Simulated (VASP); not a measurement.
# AlN (P6_3/mmc) in VASP: a series of runs, part 2 of 2

VASP 6.6.1.

## 3. Single point, LDA

Contents of INCAR:

```
SYSTEM = AlN
ALGO     = Normal         ! electronic algorithm
EDIFF    = 1E-7           ! SCF threshold, eV
ENCUT    = 520            ! plane-wave cutoff, eV
GGA      = CA             ! functional
ISIF     = 2              ! what is computed and relaxed
ISMEAR   = 0              ! smearing method
LASPH    = .True.         ! aspherical terms in the spheres
LCHARG   = .False.        ! write CHGCAR
LREAL    = .False.        ! projectors in reciprocal space
LWAVE    = .False.        ! write WAVECAR
NBANDS   = 26             ! bands
NELM     = 60             ! most SCF steps
PREC     = Accurate       ! precision mode
SIGMA    = 0.05           ! smearing width, eV
```

Contents of KPOINTS:

```
k-points
0
Gamma
  8 6 4
  0 0 0
```

Contents of POSCAR:

```
AlN
1.0
   -3.2758593877      0.0000000000      0.0000000000
    0.0000000000      0.0000000000     -4.1006874301
    0.0000000001     -5.6739548979      0.0000000000
Al N
4 4
Direct
    0.5000000000      0.2500000000      0.1666666667
    1.0000000000      0.2500000000      0.6666666667
    1.0000000000      0.7500000000      0.3333333333
    0.5000000000      0.7500000000      0.8333333333
    0.5000000000      0.7500000000      0.1666666667
    1.0000000000      0.7500000000      0.6666666667
    1.0000000000      0.2500000000      0.3333333333
    0.5000000000      0.2500000000      0.8333333333
```

Potentials or basis: VASP PAW LDA potentials, release 64 (Al, N).

Command:

```console
> cat potpaw_LDA.64/Al/POTCAR potpaw_LDA.64/N/POTCAR > POTCAR
> mpirun -np 1 vasp_std > vasp.out
```

OUTCAR:

```text
SYSTEM = AlN
   EDIFF = 1E-7
   ENCUT = 520
   GGA = CA
   ISIF = 2
   ISMEAR = 0
   LASPH = .True.
   LREAL = .False.
   NELM = 60
   PREC = Accurate

 ion  position               nearest neighbor table
   1  0.500  0.250  0.167-   7 1.89   7 1.89   8 1.89   5 2.05   5 2.05   3 2.79   3 2.79   3 2.79
                             3 2.79   4 2.79   4 2.79   2 3.28   2 3.28   2 3.28   2 3.28
   2  0.000  0.250  0.667-   8 1.89   8 1.89   7 1.89   6 2.05   6 2.05   4 2.79   4 2.79   4 2.79
                             4 2.79   3 2.79   3 2.79   1 3.28   1 3.28   1 3.28   1 3.28
   3  0.000  0.750  0.333-   5 1.89   5 1.89   6 1.89   7 2.05   7 2.05   1 2.79   1 2.79   1 2.79
                             1 2.79   2 2.79   2 2.79   4 3.28   4 3.28   4 3.28   4 3.28
   4  0.500  0.750  0.833-   6 1.89   6 1.89   5 1.89   8 2.05   8 2.05   2 2.79   2 2.79   2 2.79
                             2 2.79   1 2.79   1 2.79   3 3.28   3 3.28   3 3.28   3 3.28
   5  0.500  0.750  0.167-   3 1.89   3 1.89   4 1.89   1 2.05   1 2.05
   6  0.000  0.750  0.667-   4 1.89   4 1.89   3 1.89   2 2.05   2 2.05
   7  0.000  0.250  0.333-   1 1.89   1 1.89   2 1.89   3 2.05   3 2.05
   8  0.500  0.250  0.833-   2 1.89   2 1.89   1 1.89   4 2.05   4 2.05

  LATTYP: Found a simple orthorhombic cell.
 ALAT       =     3.2758593877
 B/A-ratio  =     1.2517898190
 C/A-ratio  =     1.7320508076

  Lattice vectors:

 A1 = (  -3.2758593877,   0.0000000000,   0.0000000000)
 A2 = (   0.0000000000,   0.0000000000,  -4.1006874301)
 A3 = (   0.0000000001,  -5.6739548979,   0.0000000000)

Analysis of symmetry for initial positions (statically):
=====================================================================
 Subroutine PRICEL returns following result:

  LATTYP: Found a hexagonal cell.
 ALAT       =     3.2758593877
 C/A-ratio  =     1.2517898190

  Lattice vectors:

 A1 = (  -1.6379296938,  -2.8369774489,   0.0000000000)
 A2 = (  -1.6379296939,   2.8369774490,   0.0000000000)
 A3 = (   0.0000000000,   0.0000000000,  -4.1006874301)

   2 primitive cells build up your supercell.

[... 159 lines left out ...]
  volume/ion in A,a.u.               =       9.53        64.29
  Fermi-wavevector in a.u.,A,eV,Ry     =   1.225845  2.316511 20.445420  1.502696
  Thomas-Fermi vector in A             =   2.360868
   LORBIT       =      0    0 simple, 1 ext, 2 COOP (PROOUT), +10 PAW based schemes
   GGA     = CA    functional components
   LHFCALC =     F    Hartree Fock is set to
   AEXX    =    0.0000 exact exchange contribution
   IVDW    =     0    specifies the selected vdW correction
   LEPSILON=     F    determine dielectric tensor
   LRPA    =     F    only Hartree local field effects (RPA)
 non-spin polarized calculation
 Gauss-broadening in eV      SIGMA  =   0.05
  energy-cutoff  :      520.00
  volume of cell :       76.22
 maximum number of plane-waves:      2088
   NGX = 13   NGY = 15   NGZ = 21

 number of electron      32.0000003 magnetization

 Free energy of the ion-electron system (eV)
  ---------------------------------------------------
  ext. energy  EPLUGINS =         0.00000000
  ---------------------------------------------------
  free energy    TOTEN  =       -64.96572794 eV

  energy without entropy =      -64.96572794  energy(sigma->0) =      -64.96572794

 E-fermi :   8.4264     XC(G=0): -11.6772

 val. band max:        8.1364657047   @ k =   0.0000   0.0000   0.0000
 cond. band min:      11.7650283864   @ k =   0.0000   0.0000   0.0000
 fundamental gap:      3.6285626817
 Fermi energy:         8.4263840261

 k-point     1 :       0.0000    0.0000    0.0000
  band No.  band energies     occupation
      1      -8.7976      2.00000
      2      -6.8047      2.00000
      3      -5.5540      2.00000
      4      -4.7963      2.00000
      5       1.0272      2.00000
      6       1.5419      2.00000
[... 685 lines left out ...]
     25      18.0630      0.00000
     26      18.5822      0.00000

 [... further k-points ...]
[... 5 lines left out ...]
  --------------------------------------------------------------------------------------
  -------------------------------------------------------------------------------------
  Total        0.3389055      0.3388890      0.2326935     -0.0000000      0.0000000      0.0000000
  in kB        7.1239598      7.1236111      4.8913300     -0.0000000      0.0000000      0.0000000
  external PRESSURE =       6.3796336 kB  Pullay stress =       0.0000000 kB

 VOLUME and BASIS-vectors are now :
 -----------------------------------------------------------------------------
  energy-cutoff  :      520.00
  volume of cell :       76.22
      direct lattice vectors                 reciprocal lattice vectors
    -3.275859388  0.000000000  0.000000000    -0.305263408 -0.000000000  0.000000000
     0.000000000  0.000000000 -4.100687430     0.000000000  0.000000000 -0.243861552
     0.000000000 -5.673954898  0.000000000     0.000000000 -0.176243911  0.000000000

 POSITION                                       TOTAL-FORCE (eV/Angst)
 -----------------------------------------------------------------------------------
     -1.63793     -0.94566     -1.02517         0.000000     -0.000010      0.000000
      0.00000     -3.78264     -1.02517         0.000000     -0.000010      0.000000
      0.00000     -1.89132     -3.07552        -0.000000      0.000010     -0.000000
     -1.63793     -4.72830     -3.07552        -0.000000      0.000010     -0.000000
     -1.63793     -0.94566     -3.07552         0.000000     -0.000005      0.000000
      0.00000     -3.78264     -3.07552         0.000000     -0.000005      0.000000
      0.00000     -1.89132     -1.02517        -0.000000      0.000005     -0.000000
     -1.63793     -4.72830     -1.02517        -0.000000      0.000005     -0.000000
 -----------------------------------------------------------------------------------
    total drift:                               -0.000000     -0.000000      0.000000

  FREE ENERGIE OF THE ION-ELECTRON SYSTEM (eV)
  ---------------------------------------------------
  free  energy   TOTEN  =       -64.9657279380 eV

  energy  without entropy=      -64.9657279380  energy(sigma->0) =      -64.96572794
```

stdout:

```text
POSCAR found type information on POSCAR AlN
 POSCAR found :  2 types and       8 ions
 scaLAPACK will be used
 LDA part: xc-table for (Slater(with rela. corr.)+CA(PZ))
 , standard interpolation
 POSCAR, INCAR and KPOINTS ok, starting setup
 FFT: planning ... GRIDC
 FFT: planning ... GRID_SOFT
 FFT: planning ... GRID
 WAVECAR not read
 entering main loop
```

It took 2.2 min on 1 thread of Intel Xeon 6975P-C, shared host; peak memory 0.21 GiB.

What came out:

| Quantity | Value |
| --- | --- |
| Free energy | -64.9657 eV |
| Pressure | 0.6 GPa |
| Band gap on the k mesh | 3.63 eV |

Stress tensor (GPa, compression positive):
```
0.71 0.00 0.00
0.00 0.71 0.00
0.00 0.00 0.49
```

Levels at points of the mesh, in eV from the valence-band top:
```
           k point  band 14  band 15  band 16  band 17  band 18  band 19
(0.00, 0.00, 0.00)    -1.63    -1.41     0.00     3.63     3.84     4.59
(0.50, 0.00, 0.00)    -2.79    -2.18    -2.18     5.65     5.65     5.81
(0.00, 0.50, 0.00)    -2.55    -1.79    -1.79     5.15     5.15     5.87
(0.50, 0.50, 0.00)    -1.04    -1.04    -1.04     6.17     6.17     6.17
(0.00, 0.00, 0.50)    -1.42    -1.17    -1.17     4.80     4.80     6.40
(0.50, 0.00, 0.50)    -3.02    -1.41    -1.41     3.84     3.84     7.23
(0.00, 0.50, 0.50)    -1.91    -1.91    -1.91     5.42     5.42     5.42
(0.50, 0.50, 0.50)    -1.79    -1.79    -1.79     5.15     5.15     5.15
```

A k mesh can miss the band edges. Expect the measured gap to be larger: semilocal functionals such as LDA lack the derivative discontinuity.

## 4. Single point, LDA

This run uses another cell than the first one: it holds 4 atoms, not 8.

Contents of INCAR:

```
SYSTEM = AlN
ALGO = Normal
EDIFF = 1E-6
ENCUT = 600
GGA = CA
GGA_COMPAT = .False.
ISIF = 2
ISMEAR = 0
LASPH = .True.
LCHARG = .True.
LELF = .True.
LREAL = .False.
LVHAR = .True.
LWAVE = .False.
NBANDS = 16
NELM = 120
PREC = Accurate
SIGMA = 0.1
```

Contents of KPOINTS:

```
k-points
0
Gamma
  9 9 6
  0 0 0
```

Contents of POSCAR:

```
AlN
1.0
    3.2731449909      0.0000000000      0.0000000000
   -1.6365724954      2.8346267124      0.0000000000
    0.0000000000      0.0000000000      4.1068720303
Al N
2 2
Direct
    0.3333333333      0.6666666667      0.7500000000
    0.6666666667      0.3333333333      0.2500000000
    0.3333333333      0.6666666667      0.2500000000
    0.6666666667      0.3333333333      0.7500000000
```

Command:

```console
> cat potpaw_LDA.64/Al/POTCAR potpaw_LDA.64/N/POTCAR > POTCAR
> mpirun -np 1 vasp_std > vasp.out
```

Run time: 18 s. Hardware: 1 thread of Intel Xeon Platinum 8488C (Sapphire Rapids), shared host; peak memory 0.16 GiB.

The run converged. Its results:

```yaml
Free_energy: -32.4838 eV
Pressure: 0.6 GPa
Band_gap_on_the_k_mesh: 3.62 eV, direct
```

Stress tensor (GPa, compression positive):
```
0.85 0.00 0.00
0.00 0.85 0.00
0.00 0.00 0.09
```

Levels at points of the mesh, in eV from the valence-band top:
```tsv
k point	band 4	band 5	band 6	band 7	band 8	band 9	band 10	band 11	band 12	band 13
(0.00, 0.00, 0.00)	-3.39	-3.39	-1.65	-1.65	0.00	3.62	4.59	8.26	8.26	11.41
(0.00, 0.00, 0.50)	-3.74	-2.56	-2.56	-2.56	-2.56	5.86	5.86	8.42	8.42	8.42
```

A k mesh can miss the band edges. As with any semilocal functional, this LDA gap is likely too small.

## 5. Single point, LDA

This run uses another cell than the first one: it holds 4 atoms, not 8.

Contents of INCAR:

```
SYSTEM = AlN
  PREC = Accurate
  ENCUT = 600
  EDIFF = 1E-6
  ISMEAR = 0
  SIGMA = 0.02
  LREAL = .False.
  LASPH = .True.
  NELM = 120
  ALGO = Normal
  ISIF = 2
  LWAVE = .False.
  LCHARG = .False.
  GGA = CA
  NBANDS = 16
  GGA_COMPAT = .False.
```

Contents of KPOINTS:

```
regular mesh
0
Gamma
  9 9 6
  0 0 0
```

Contents of POSCAR:

```
AlN
1.0
    3.2758593918      0.0000000000      0.0000000000
   -1.6379296959      2.8369774526      0.0000000000
    0.0000000000      0.0000000000      4.1006874222
Al N
2 2
Direct
    0.3333333333      0.6666666667      0.7500000000
    0.6666666667      0.3333333333      0.2500000000
    0.3333333333      0.6666666667      0.2500000000
    0.6666666667      0.3333333333      0.7500000000
```

Command:

```console
> cat potpaw_LDA.64/Al/POTCAR potpaw_LDA.64/N/POTCAR > POTCAR
> mpirun -np 1 vasp_std > vasp.out
```

Wall time 16 s (1 thread of Intel Xeon Platinum 8488C (Sapphire Rapids), shared host); peak memory 0.16 GiB.

It converged, with:

| Property | Result |
| --- | --- |
| Free energy | -32.4841 eV |
| Pressure | 0.5 GPa |
| Band gap on the k mesh | 3.63 eV, direct |

Stress tensor (GPa, compression positive):
```
0.58 0.00 0.00
0.00 0.58 0.00
0.00 0.00 0.36
```

Levels at points of the mesh, in eV from the valence-band top:
```
           k point  band 4  band 5  band 6  band 7  band 8  band 9  band 10  band 11  band 12  band 13
(0.00, 0.00, 0.00)   -3.39   -3.39   -1.63   -1.63    0.00    3.63     4.59     8.26     8.26    11.42
(0.00, 0.00, 0.50)   -3.73   -2.55   -2.55   -2.55   -2.55    5.87     5.87     8.41     8.41     8.41
```

## 6. Relaxation of cell and atoms, LDA

This run uses another cell than the first one: it holds 4 atoms, not 8.

Contents of INCAR:

```
SYSTEM = AlN
ALGO = Normal
EDIFF = 1E-7
EDIFFG = -0.005
ENCUT = 600
GGA_COMPAT = .FALSE.
IBRION = 2
ISIF = 3
ISMEAR = 0
LASPH = .TRUE.
LCHARG = .FALSE.
LREAL = .FALSE.
LWAVE = .FALSE.
NELM = 120
NELMIN = 4
NSW = 100
PREC = Accurate
SIGMA = 0.02
```

Contents of KPOINTS:

```
k-points
0
G
  9 9 6
  0 0 0
```

Contents of POSCAR:

```
AlN
1.0
    3.2731449909      0.0000000000      0.0000000000
   -1.6365724954      2.8346267124      0.0000000000
    0.0000000000      0.0000000000      4.1068720303
Al N
2 2
Direct
    0.3333333333      0.6666666667      0.7500000000
    0.6666666667      0.3333333333      0.2500000000
    0.3333333333      0.6666666667      0.2500000000
    0.6666666667      0.3333333333      0.7500000000
```

Potentials or basis: VASP PAW LDA potentials, release 64 (Al, N).

Command:

```console
> cat potpaw_LDA.64/Al/POTCAR potpaw_LDA.64/N/POTCAR > POTCAR
> mpirun -np 1 vasp_std > vasp.out
```

It took 36 s on 1 thread of Intel Xeon Platinum 8488C (Sapphire Rapids), shared host; peak memory 0.16 GiB.

It converged, with:

```
Free energy                            : -32.4842 eV
Relaxed volume                         : 9.55 Å³/atom
Relaxed cell                           : a = 3.279 Å, b = 3.279 Å, c = 4.102 Å, α = 90.00°, β = 90.00°, γ = 120.00°
Space group after relaxing (to 0.05 Å) : P6_3/mmc (No. 194)
Energy gained by relaxing              : 0.1 meV/atom
Ionic steps                            : 5
Pressure after relaxing                : 0.0 GPa
Band gap on the k mesh                 : 3.61 eV, direct
```

Step by step:
| step | energy change (eV) | largest force (eV/Å) | pressure (GPa) | volume (Å³) |
| --- | --- | --- | --- | --- |
| 1 | 0.0000 | 0.0000 | 0.64 | 38.10 |
| 2 | -0.0001 | 0.0000 | -0.66 | 38.31 |
| 3 | -0.0003 | 0.0000 | -0.10 | 38.22 |
| 4 | -0.0004 | 0.0000 | -0.03 | 38.21 |
| 5 | -0.0004 | 0.0000 | 0.00 | 38.20 |

Final structure:
```
Al N
1.0
     3.27908    0.00000    0.00000
    -1.63954    2.83977    0.00000
     0.00000    0.00000    4.10218
Al N
2 2
Cartesian
  0.0000 1.8932 3.0766
  1.6395 0.9466 1.0255
  0.0000 1.8932 1.0255
  1.6395 0.9466 3.0766
```

Levels at points of the mesh, in eV from the valence-band top:
```csv
k point,band 6,band 7,band 8,band 9,band 10,band 11
"(0.00, 0.00, 0.00)",-1.62,-1.62,0.00,3.61,4.57,8.24
"(0.00, 0.00, 0.50)",-2.55,-2.55,-2.55,5.86,5.86,8.40
```

A k mesh can miss the band edges. LDA gaps usually lie below the measured ones, often by a third to a half.

## 7. The runs side by side

| task | cell | k mesh | cutoff (eV) | smearing | gap on the mesh (eV) | pressure (GPa) |
| --- | --- | --- | --- | --- | --- | --- |
| single point | a = 3.276, b = 4.101, c = 5.674 Å, 8 atoms | 8 × 6 × 4 | 520 | gaussian 0.05 eV | 3.63 | 0.6 |
| single point | a = 3.273, b = 3.273, c = 4.107 Å, angles 90.0, 90.0, 120.0°, 4 atoms | 9 × 9 × 6 | 600 | gaussian 0.1 eV | 3.62 | 0.6 |
| single point | a = 3.276, b = 3.276, c = 4.101 Å, angles 90.0, 90.0, 120.0°, 4 atoms | 9 × 9 × 6 | 600 | gaussian 0.02 eV | 3.63 | 0.5 |
| relaxation of cell and atoms | relaxed from a = 3.273, b = 3.273, c = 4.107 Å, angles 90.0, 90.0, 120.0°, 4 atoms | 9 × 9 × 6 | 600 | gaussian 0.02 eV | 3.61 | 0.0 |

Alike in all rows: level LDA; potentials or basis VASP PAW LDA potentials, release 64 (Al, N); no spin polarisation.

Total energies depend on the potentials used, so only differences within one code and one set of settings carry meaning.
